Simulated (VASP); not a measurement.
# Ru (P6_3/mmc) in VASP: a series of runs, part 2 of 2

VASP 6.6.1. Earlier steps stand in the parts before.

### 3 Single point, PBE

File INCAR:

```
PREC = Accurate
ENCUT = 520
EDIFF = 1E-6
ISMEAR = -1
SIGMA = 0.05
LREAL = False
LASPH = True
NELM = 100
ALGO = Normal
ISIF = 2
LWAVE = False
LCHARG = False
GGA = PE
NBANDS = 21
```

File KPOINTS:

```
regular mesh
0
Gamma
  14 14 8
```

File POSCAR:

```
Ru
1.0
    2.7078263433      0.0000000000      0.0000000000
   -1.3539131716      2.3450464023      0.0000000000
    0.0000000000      0.0000000000      4.2681017800
Ru
2
Direct
    0.3333333333      0.6666666667      0.2500000000
    0.6666666667      0.3333333333      0.7500000000
```

Potentials or basis: VASP PAW PBE potentials, release 64 (Ru_pv).

Launch:

```
$ cat potpaw_PBE.64/Ru_pv/POTCAR > POTCAR
$ mpirun -np 1 vasp_std > vasp.out
```

OUTCAR:

```text
PREC = Accurate
   ENCUT = 520
   EDIFF = 1E-6
   ISMEAR = -1
   LREAL = False
   LASPH = True
   NELM = 100
   ISIF = 2
   GGA = PE

 ion  position               nearest neighbor table
   1  0.333  0.667  0.250-   2 2.65   2 2.65   2 2.65   2 2.65   2 2.65   2 2.65
   2  0.667  0.333  0.750-   1 2.65   1 2.65   1 2.65   1 2.65   1 2.65   1 2.65

  LATTYP: Found a hexagonal cell.
 ALAT       =     2.7078263433
 C/A-ratio  =     1.5762095640

  Lattice vectors:

[... 762 lines left out ...]
 [... further k-points ...]

------------------------ aborting loop because EDIFF is reached ----------------------------------------

  FORCE on cell =-STRESS in cart. coord.  units (eV):
  Direction    XX          YY          ZZ          XY          YZ          ZX
  --------------------------------------------------------------------------------------
  -------------------------------------------------------------------------------------
  Total        0.8446075      0.8446075      0.9233647      0.0000000      0.0000000      0.0000000
  in kB       49.9296451     49.9296451     54.5854411      0.0000000      0.0000000      0.0000000
  external PRESSURE =      51.4815771 kB  Pullay stress =       0.0000000 kB

 VOLUME and BASIS-vectors are now :
 -----------------------------------------------------------------------------
  energy-cutoff  :      520.00
  volume of cell :       27.10
      direct lattice vectors                 reciprocal lattice vectors
     2.707826343  0.000000000  0.000000000     0.369299901  0.213215397  0.000000000
    -1.353913172  2.345046402  0.000000000     0.000000000  0.426430794  0.000000000
     0.000000000  0.000000000  4.268101780     0.000000000  0.000000000  0.234296193

 POSITION                                       TOTAL-FORCE (eV/Angst)
 -----------------------------------------------------------------------------------
     -0.00000      1.56336      1.06703        -0.000000      0.000000      0.000000
      1.35391      0.78168      3.20108         0.000000     -0.000000      0.000000
 -----------------------------------------------------------------------------------
    total drift:                               -0.000000      0.000000     -0.000000

  FREE ENERGIE OF THE ION-ELECTRON SYSTEM (eV)
  ---------------------------------------------------
  free  energy   TOTEN  =       -18.4644600078 eV

  energy  without entropy=      -18.4481611768  energy(sigma->0) =      -18.45631059
```

OSZICAR:

```text
N       E                     dE             d eps       ncg     rms          rms(c)
DAV:   1     0.288930020904E+03    0.28893E+03   -0.17655E+04  5040   0.149E+03
DAV:   2    -0.139946527370E+02   -0.30292E+03   -0.29409E+03  5160   0.446E+02
DAV:   3    -0.197647373617E+02   -0.57701E+01   -0.57378E+01  5950   0.691E+01
DAV:   4    -0.198080160659E+02   -0.43279E-01   -0.43209E-01  6256   0.574E+00
DAV:   5    -0.198086230206E+02   -0.60695E-03   -0.60392E-03  5773   0.596E-01    0.178E+01
DAV:   6    -0.185500379498E+02    0.12586E+01   -0.28351E+00  5800   0.165E+01    0.483E+00
DAV:   7    -0.184722263866E+02    0.77812E-01   -0.41990E-01  5830   0.486E+00    0.105E+00
DAV:   8    -0.184648687051E+02    0.73577E-02   -0.16752E-02  5505   0.107E+00    0.341E-01
DAV:   9    -0.184644532115E+02    0.41549E-03   -0.82091E-04  5740   0.305E-01    0.341E-02
DAV:  10    -0.184644629667E+02   -0.97552E-05   -0.53388E-05  5720   0.759E-02    0.184E-02
DAV:  11    -0.184644600566E+02    0.29101E-05   -0.84430E-06  5705   0.278E-02    0.133E-03
DAV:  12    -0.184644600078E+02    0.48748E-07   -0.61713E-08  3285   0.249E-03
   1 F= -.18464460E+02 E0= -.18456311E+02  d E =-.162988E-01
```

stdout:

```text
POSCAR found type information on POSCAR Ru
 POSCAR found :  1 types and       2 ions
 scaLAPACK will be used
 LDA part: xc-table for (Slater+PW92), standard interpolation
 POSCAR, INCAR and KPOINTS ok, starting setup
 FFT: planning ... GRIDC
 FFT: planning ... GRID_SOFT
 FFT: planning ... GRID
 WAVECAR not read
 entering main loop
```

Wall time 35 s (1 thread of AMD EPYC 7R43 (Zen 3), shared host); peak memory 0.14 GiB.

Results:

```yaml
Free_energy: -18.4645 eV
Pressure: 5.1 GPa
Band_gap_on_the_k_mesh: zero (bands 14 and 15 overlap by 3.15 eV)
```

Levels at points of the mesh, in eV from the Fermi level:
```
           k point  band 11  band 12  band 13  band 14  band 15  band 16  band 17  band 18
(0.00, 0.00, 0.00)    -2.39    -1.91    -1.91    -1.42    -1.42     1.19     1.19     1.35
(0.50, 0.00, 0.00)    -2.05    -1.80    -1.50     1.41     1.84     1.94     4.07     6.13
(0.00, 0.00, 0.50)    -2.78    -2.78    -2.69    -2.69     0.55     0.55     0.55     0.55
(0.50, 0.00, 0.50)    -1.07    -1.07     0.45     0.45     1.67     1.67     3.40     3.40
```

Caveat: the cell stands under pressure.

### 4 Single point, PBE, non-collinear spin, zero start, spin-orbit coupling

File INCAR:

```
  PREC = Accurate
  ENCUT = 520
  EDIFF = 1E-7
  ISMEAR = -1
  SIGMA = 0.05
  LREAL = F
  LASPH = T
  NELM = 150
  ALGO = Normal
  ISIF = 2
  LWAVE = F
  LCHARG = F
  LNONCOLLINEAR = T
  MAGMOM = 0 0 0 0 0 0
  LORBIT = 11
  LSORBIT = T
  GGA_COMPAT = F
  LORBMOM = T
  LMAXMIX = 4
  GGA = PE
  NBANDS = 40
```

KPOINTS is that of step 3.

POSCAR is that of step 3.

Launch:

```
$ cat potpaw_PBE.64/Ru_pv/POTCAR > POTCAR
$ mpirun -np 1 vasp_ncl > vasp.out
```

It took 2.6 min on 1 thread of AMD EPYC 7R43 (Zen 3), shared host; peak memory 0.27 GiB.

It converged, with:

```
Free energy                                           : -18.7293 eV
Pressure                                              : 5.4 GPa
Net moment                                            : 0.00 μB per cell
Valence electrons inside the program's atomic spheres : Ru 12.68
```

Stress tensor (GPa, compression positive):
```
5.23 0.00 0.00
0.00 5.23 0.00
0.00 0.00 5.69
```

Moments on the atoms (μB; x, y, z):
```
Ru  0.00 0.00 0.00
Ru  0.00 0.00 0.00
```

Caveat: the cell stands under pressure.

### 5 Summary

| level | potentials or basis | spin | gap on the mesh (eV) | pressure (GPa) |
| --- | --- | --- | --- | --- |
| LDA | VASP PAW LDA potentials, release 64 (Ru_pv) | off | none | -10.8 |
| PBE | VASP PAW PBE potentials, release 64 (Ru_pv) | off | none | 5.1 |
| PBE | VASP PAW PBE potentials, release 64 (Ru_pv) | non-collinear, zero start, SOC | - | 5.4 |

Alike in all rows: task single point; cell as given; k mesh 14 × 14 × 8; cutoff (eV) 520; smearing fermi-dirac 0.05 eV.

Caveats: the cell stands under pressure (at least some runs); the cell stands under tension (at least some runs).

Absolute energies hang on the potentials; compare differences alone.
